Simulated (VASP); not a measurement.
# AlGa2P3 (P6_3mc) in VASP: single point with PBE

Aim: the single point of AlGa2P3 with PBE.

Program: VASP 6.6.1. These are calculated values, not measurements. Logs are shortened: lines on timing, memory, paths and dates and some standing lists are left out, and cuts for length are marked.

## Step 1: The cell of the first run

The structure is hexagonal, space group P6_3mc (No. 186). The conventional cell has a = 3.883 Å, b = 3.883 Å, c = 19.178 Å, α = 90.00°, β = 90.00°, γ = 120.00°. Within 3.1 Å of Al (site symmetry 3m) lie 4 P at 2.38 to 2.39 Å. Within 3.1 Å of Ga (site symmetry 3m) lie 4 P at 2.38 to 2.39 Å. Within 3.1 Å of Ga (site symmetry 3m) lie 4 P at 2.38 to 2.39 Å. P (site symmetry 3m) has 3 Al at 2.38 Å and 1 Ga at 2.39 Å within 3.1 Å. P (site symmetry 3m) has 4 Ga at 2.38 to 2.39 Å within 3.1 Å. P (site symmetry 3m) has 3 Ga at 2.38 Å and 1 Al at 2.39 Å within 3.1 Å.

## Step 2: Single point, PBE

Input file INCAR:

```
PREC = Accurate ; ENCUT = 520
EDIFF = 1E-6 ; ISMEAR = 0
SIGMA = 0.02 ; LREAL = F
LASPH = T ; NELM = 60
ALGO = Normal ; ISIF = 2
LWAVE = F ; LCHARG = F
GGA = PE ; NBANDS = 56
```

Input file KPOINTS:

```
regular mesh
0
Gamma
  12 12 2
```

Input file POSCAR:

```
AlGa2P3
1.0
    3.8831226976      0.0000000289      0.0000000000
   -1.9415613738      3.3628828877      0.0000000000
    0.0000000000      0.0000000000     19.1776966000
Al Ga P
2 4 6
Direct
    0.6666666667      0.3333333333      0.8329960000
    0.3333333333      0.6666666667      0.3329960000
    0.6666666667      0.3333333333      0.1667810000
    0.6666666667      0.3333333333      0.5000740000
    0.3333333333      0.6666666667      0.0000740000
    0.3333333333      0.6666666667      0.6667810000
    0.6666666667      0.3333333333      0.2916070000
    0.6666666667      0.3333333333      0.6247880000
    0.6666666667      0.3333333333      0.9577540000
    0.3333333333      0.6666666667      0.1247880000
    0.3333333333      0.6666666667      0.4577540000
    0.3333333333      0.6666666667      0.7916070000
```

Potentials or basis: VASP PAW PBE potentials, release 64 (Al, Ga_d, P).

On the command line:

```sh
$ cat potpaw_PBE.64/Al/POTCAR potpaw_PBE.64/Ga_d/POTCAR potpaw_PBE.64/P/POTCAR > POTCAR
$ mpirun -np 1 vasp_std > vasp.out
```

OUTCAR:

```text
PREC = Accurate
   ENCUT = 520
   EDIFF = 1E-6
   ISMEAR = 0
   LREAL = F
   LASPH = T
   NELM = 60
   ISIF = 2
   GGA = PE

 ion  position               nearest neighbor table
   1  0.667  0.333  0.833-  12 2.38  12 2.38  12 2.38   9 2.39
   2  0.333  0.667  0.333-   7 2.38   7 2.38   7 2.38  11 2.39
   3  0.667  0.333  0.167-  10 2.38  10 2.38  10 2.38   7 2.39
   4  0.667  0.333  0.500-  11 2.38  11 2.38  11 2.38   8 2.39
   5  0.333  0.667  0.000-   9 2.38   9 2.38   9 2.38  10 2.39
   6  0.333  0.667  0.667-   8 2.38   8 2.38   8 2.38  12 2.39
   7  0.667  0.333  0.292-   2 2.38   2 2.38   2 2.38   3 2.39
   8  0.667  0.333  0.625-   6 2.38   6 2.38   6 2.38   4 2.39
   9  0.667  0.333  0.958-   5 2.38   5 2.38   5 2.38   1 2.39
  10  0.333  0.667  0.125-   3 2.38   3 2.38   3 2.38   5 2.39
  11  0.333  0.667  0.458-   4 2.38   4 2.38   4 2.38   2 2.39
  12  0.333  0.667  0.792-   1 2.38   1 2.38   1 2.38   6 2.39

  LATTYP: Found a hexagonal cell.
 ALAT       =     3.8831226976
 C/A-ratio  =     4.9387305253

  Lattice vectors:

 A1 = (   3.8831226976,   0.0000000289,   0.0000000000)
 A2 = (  -1.9415613738,   3.3628828877,   0.0000000000)
 A3 = (   0.0000000000,   0.0000000000,  19.1776966000)

Analysis of symmetry for initial positions (statically):
=====================================================================
 Subroutine PRICEL returns:
 Original cell was already a primitive cell.

 Routine SETGRP: Setting up the symmetry group for a
 hexagonal supercell.

 Subroutine GETGRP returns: Found 12 space group operations
 (whereof  6 operations were pure point group operations)
 out of a pool of 24 trial point group operations.

The static configuration has the point symmetry C_3v.
 The point group associated with its full space group is C_6v.

Analysis of symmetry for dynamics (positions and initial velocities):
=====================================================================
 Subroutine PRICEL returns:
 Original cell was already a primitive cell.

 Routine SETGRP: Setting up the symmetry group for a
 hexagonal supercell.

 Subroutine GETGRP returns: Found 12 space group operations
 (whereof  6 operations were pure point group operations)
 out of a pool of 24 trial point group operations.

The dynamic configuration has the point symmetry C_3v.
 The point group associated with its full space group is C_6v.

 Subroutine INISYM returns: Found 12 space group operations
 (whereof  6 operations are pure point group operations),
 and found     1 'primitive' translations

----------------------------------------------------------------------------------------

                                     Primitive cell

  volume of cell :     250.4317

  direct lattice vectors                    reciprocal lattice vectors
     3.883122698  0.000000029  0.000000000     0.257524697  0.148681956  0.000000000
    -1.941561374  3.362882888  0.000000000    -0.000000002  0.297363907  0.000000000
     0.000000000  0.000000000 19.177696600     0.000000000  0.000000000  0.052143906

  length of vectors
     3.883122698  3.883122698 19.177696600     0.297363907  0.297363907  0.052143906

  position of ions in fractional coordinates (direct lattice)
     0.666666667  0.333333333  0.832996000
     0.333333333  0.666666667  0.332996000
     0.666666667  0.333333333  0.166781000
     0.666666667  0.333333333  0.500074000
     0.333333333  0.666666667  0.000074000
     0.333333333  0.666666667  0.666781000
     0.666666667  0.333333333  0.291607000
     0.666666667  0.333333333  0.624788000
     0.666666667  0.333333333  0.957754000
     0.333333333  0.666666667  0.124788000
     0.333333333  0.666666667  0.457754000
     0.333333333  0.666666667  0.791607000

  ion indices of the primitive-cell ions
   primitive index   ion index
                 1           1
                 2           2
                 3           3
                 4           4
                 5           5
                 6           6
                 7           7
                 8           8
                 9           9
                10          10
                11          11
                12          12

----------------------------------------------------------------------------------------

 KPOINTS: regular mesh

Automatic generation of k-mesh.
 Grid dimensions read from file:
 generate k-points for:   12   12    2

 Generating k-lattice:

  Cartesian coordinates                     Fractional coordinates (reciprocal lattice)
     0.021460391  0.012390163  0.000000000     0.083333333  0.000000000  0.000000000
    -0.000000000  0.024780326  0.000000000     0.000000000  0.083333333  0.000000000
     0.000000000  0.000000000  0.026071953     0.000000000  0.000000000  0.500000000

  Length of vectors
     0.024780326  0.024780326  0.026071953

  Shift w.r.t. Gamma in fractional coordinates (k-lattice)
     0.000000000  0.000000000  0.000000000

 Subroutine IBZKPT returns following result:
 ===========================================

 Found     38 irreducible k-points:

 Following reciprocal coordinates:
            Coordinates               Weight
  0.000000  0.000000  0.000000      1.000000
  0.083333 -0.000000  0.000000      6.000000
  0.166667 -0.000000  0.000000      6.000000
  0.250000 -0.000000  0.000000      6.000000
  0.333333 -0.000000  0.000000      6.000000
  0.416667 -0.000000  0.000000      6.000000
[... 16 lines left out ...]
  0.250000 -0.000000  0.500000      6.000000
  0.333333 -0.000000  0.500000      6.000000
 [... further k-points ...]
   k-points           NKPTS =     38   k-points in BZ     NKDIM =     38   number of bands    NBANDS=     56
   number of dos      NEDOS =    301   number of ions     NIONS =     12
   total plane-waves  NPLWV = 129600
   dimension x,y,z NGX =    30 NGY =   30 NGZ =  144
   dimension x,y,z NGXF=    60 NGYF=   60 NGZF=  288
   ions per type =               2   4   6
   NGX,Y,Z   is equivalent  to a cutoff of  12.84, 12.84, 12.48 a.u.
   NGXF,Y,Z  is equivalent  to a cutoff of  25.69, 25.69, 24.97 a.u.
 SYSTEM =  unknown system
   PREC   = accura    normal or accurate (medium, high low for compatibility)
   ISTART =      0    job   : 0-new  1-cont  2-samecut
   ICHARG =      2    charge: 1-file 2-atom 10-const
   ISPIN  =      1    spin polarized calculation?
   LNONCOLLINEAR =      F non collinear calculations
   LSORBIT =      F    spin-orbit coupling
   LASPH  =      T    aspherical Exc in radial PAW
   ENCUT  =  520.0 eV  38.22 Ry    6.18 a.u.   7.22  7.22 35.66*2*pi/ulx,y,z
   NELM   =     60;   NELMIN=  2; NELMDL= -5     # of ELM steps
   EDIFF  = 0.1E-05   stopping-criterion for ELM
   LREAL  =      F    real-space projection
   EDIFFG = 0.1E-04   stopping-criterion for IOM
   NSW    =      0    number of steps for IOM
   IBRION =     -1    ionic relax: 0-MD 1-quasi-New 2-CG
   NFREE  =      0    steps in history (QN), initial steepest desc. (CG)
   ISIF   =      2    stress and relaxation
   ISYM   =      2    0-nonsym 1-usesym 2-fastsym
   POTIM  = 0.5000    time-step for ionic-motion
   TEBEG  =    0.0;   TEEND  =   0.0 temperature during run
   PSTRESS=    0.0 pullay stress
   NELECT =      88.0000    total number of electrons
   NUPDOWN=      -1.0000    fix difference up-down
   EMIN   =  10.00;   EMAX   =-10.00  energy-range for DOS
   EFERMI =   0.00;   METHOD = LEGACY
   ISMEAR =     0;   SIGMA  =   0.02  broadening in eV -4-tet -1-fermi 0-gaus
   EFERMI_NEDOS =   21; number of points for ismear=-14 and -15
   IALGO  =     38    algorithm
   IMIX   =      4    mixing-type and parameters
     AMIX     =   0.40;   BMIX     =  1.00
     AMIX_MAG =   1.60;   BMIX_MAG =  1.00
  volume/ion in A,a.u.               =      20.87       140.83
  Fermi-wavevector in a.u.,A,eV,Ry     =   1.155241  2.183089 18.158090  1.334582
  Thomas-Fermi vector in A             =   2.291871
   LORBIT       =      0    0 simple, 1 ext, 2 COOP (PROOUT), +10 PAW based schemes
   GGA     = PE    functional components
   LHFCALC =     F    Hartree Fock is set to
   AEXX    =    0.0000 exact exchange contribution
   IVDW    =     0    specifies the selected vdW correction
   LEPSILON=     F    determine dielectric tensor
   LRPA    =     F    only Hartree local field effects (RPA)
 non-spin polarized calculation
 Gauss-broadening in eV      SIGMA  =   0.02
  energy-cutoff  :      520.00
  volume of cell :      250.43
 maximum number of plane-waves:      6786
 NGX is ok and might be reduce to    30
   NGX = 15   NGY = 15   NGZ = 71

 number of electron      88.0000025 magnetization

 Free energy of the ion-electron system (eV)
  ---------------------------------------------------
  ext. energy  EPLUGINS =         0.00000000
  ---------------------------------------------------
  free energy    TOTEN  =       -57.15824786 eV

  energy without entropy =      -57.15824786  energy(sigma->0) =      -57.15824786

 E-fermi :   4.5463     XC(G=0):  -9.4946

 val. band max:        4.4600314851   @ k =   0.0000   0.0000   0.0000
 cond. band min:       5.8796395108   @ k =   0.5000  -0.0000   0.0000
 fundamental gap:      1.4196080257
 Fermi energy:         4.5462795995

 k-point     1 :       0.0000    0.0000    0.0000
  band No.  band energies     occupation
      1     -10.0744      2.00000
      2     -10.0743      2.00000
      3     -10.0362      2.00000
      4     -10.0361      2.00000
      5     -10.0148      2.00000
      6     -10.0148      2.00000
[... 48 lines left out ...]
     55       8.6740      0.00000
     56       8.6843      0.00000

 k-point     2 :       0.0833   -0.0000    0.0000
  band No.  band energies     occupation
      1     -10.0762      2.00000
      2     -10.0761      2.00000
      3     -10.0366      2.00000
      4     -10.0364      2.00000
      5     -10.0167      2.00000
      6     -10.0165      2.00000
[... 48 lines left out ...]
     55       8.7446      0.00000
     56       8.8791      0.00000
[... 1237 lines left out ...]
     55       9.3581      0.00000
     56       9.3583      0.00000

 k-point    24 :       0.3333   -0.0000    0.5000
  band No.  band energies     occupation
      1     -10.1021      2.00000
      2     -10.1021      2.00000
      3     -10.0629      2.00000
      4     -10.0629      2.00000
      5     -10.0167      2.00000
      6     -10.0167      2.00000
[... 48 lines left out ...]
     55       9.4535      0.00000
     56       9.4536      0.00000

 [... further k-points ...]
[... 5 lines left out ...]
  --------------------------------------------------------------------------------------
  -------------------------------------------------------------------------------------
  Total       -0.0000450     -0.0000450      0.0119117      0.0000000      0.0000000      0.0000000
  in kB       -0.0002876     -0.0002876      0.0762072      0.0000000      0.0000000      0.0000000
  external PRESSURE =       0.0252107 kB  Pullay stress =       0.0000000 kB

 VOLUME and BASIS-vectors are now :
 -----------------------------------------------------------------------------
  energy-cutoff  :      520.00
  volume of cell :      250.43
      direct lattice vectors                 reciprocal lattice vectors
     3.883122698  0.000000029  0.000000000     0.257524697  0.148681956  0.000000000
    -1.941561374  3.362882888  0.000000000    -0.000000002  0.297363907  0.000000000
     0.000000000  0.000000000 19.177696600     0.000000000  0.000000000  0.052143906

 POSITION                                       TOTAL-FORCE (eV/Angst)
 -----------------------------------------------------------------------------------
      1.94156      1.12096     15.97494         0.000000     -0.000000     -0.000148
     -0.00000      2.24192      6.38610        -0.000000      0.000000     -0.000148
      1.94156      1.12096      3.19848         0.000000     -0.000000     -0.005115
      1.94156      1.12096      9.59027        -0.000000     -0.000000     -0.007728
     -0.00000      2.24192      0.00142         0.000000     -0.000000     -0.007728
     -0.00000      2.24192     12.78732        -0.000000      0.000000     -0.005115
      1.94156      1.12096      5.59235        -0.000000      0.000000      0.010617
      1.94156      1.12096     11.98199         0.000000      0.000000      0.007129
      1.94156      1.12096     18.36752         0.000000      0.000000     -0.004755
     -0.00000      2.24192      2.39315        -0.000000     -0.000000      0.007129
     -0.00000      2.24192      8.77867        -0.000000     -0.000000     -0.004755
     -0.00000      2.24192     15.18120        -0.000000     -0.000000      0.010617
 -----------------------------------------------------------------------------------
    total drift:                               -0.000001     -0.000001     -0.000868

  FREE ENERGIE OF THE ION-ELECTRON SYSTEM (eV)
  ---------------------------------------------------
  free  energy   TOTEN  =       -57.1582478633 eV

  energy  without entropy=      -57.1582478633  energy(sigma->0) =      -57.15824786
```

Wall time 5.2 min (1 thread of Intel Xeon 6975P-C (Granite Rapids), shared host); peak memory 0.59 GiB.

Results:

| Property | Result |
| --- | --- |
| Free energy | -57.1582 eV |
| Pressure | 0.0 GPa |
| Largest force | 0.011 eV/Å |
| Band gap on the k mesh | 1.42 eV, indirect (least direct gap 1.54 eV) |

Forces in eV/Å, atoms in the order of the input:
```
Al   0.000  0.000  0.000
Al   0.000  0.000  0.000
Ga   0.000  0.000 -0.005
Ga   0.000  0.000 -0.008
Ga   0.000  0.000 -0.008
Ga   0.000  0.000 -0.005
P    0.000  0.000  0.011
P    0.000  0.000  0.007
P    0.000  0.000 -0.005
P    0.000  0.000  0.007
P    0.000  0.000 -0.005
P    0.000  0.000  0.011
```

Levels at points of the mesh, in eV from the valence-band top:
| k point | band 42 | band 43 | band 44 | band 45 | band 46 | band 47 |
| --- | --- | --- | --- | --- | --- | --- |
| (0.00, 0.00, 0.00) | -0.18 | 0.00 | 0.00 | 1.54 | 1.70 | 1.77 |
| (0.50, 0.00, 0.00) | -1.56 | -1.49 | -1.07 | 1.42 | 1.61 | 1.91 |
| (0.00, 0.00, 0.50) | -0.09 | -0.09 | -0.09 | 1.61 | 1.61 | 2.22 |
| (0.50, 0.00, 0.50) | -1.90 | -1.20 | -1.20 | 1.67 | 1.67 | 1.84 |

A k mesh can miss the band edges. Expect the measured gap to be larger: semilocal functionals such as PBE lack the derivative discontinuity.
